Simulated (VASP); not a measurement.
Pd:

```
CELL_PARAMETERS angstrom
0.00000 1.94650 1.94650
1.94650 0.00000 1.94650
1.94650 1.94650 0.00000
ATOMIC_POSITIONS crystal
Pd 0.00000 0.00000 0.00000
```

```yaml
Program: VASP 6.6.1
Task: relaxation of cell and atoms
Functional: PBE
Potentials_or_basis: VASP PAW PBE potentials, release 64 (Pd)
Cutoff: 600 eV
k_mesh: 10 × 10 × 10
Occupations: fermi-dirac, width 0.02 eV
Spin: no spin polarisation
```

At the start: pressure 6.4 GPa; volume 14.75 Å³/atom.

**Question.** How do energy, volume and symmetry change on relaxing?

**Answer.** Over 3 steps the energy falls by 9.9 meV/atom and the volume is 15.27 Å³/atom (+3.5 %); space group Fm-3m (No. 225, to 0.05 Å).

Step by step:
| step | energy change (eV) | largest force (eV/Å) | pressure (GPa) | volume (Å³) |
| --- | --- | --- | --- | --- |
| 1 | 0.0000 | 0.0000 | 6.45 | 14.75 |
| 2 | 0.0096 | 0.0000 | -7.49 | 16.05 |
| 3 | -0.0099 | 0.0000 | -0.05 | 15.27 |

Final structure:
```yaml
crystal:
  lattice:
    - [0.00000, 1.96911, 1.96911]
    - [1.96911, 0.00000, 1.96911]
    - [1.96911, 1.96911, 0.00000]
  atoms:
    - { symbol: Pd, position: [0.00000, 0.00000, 0.00000] }
```
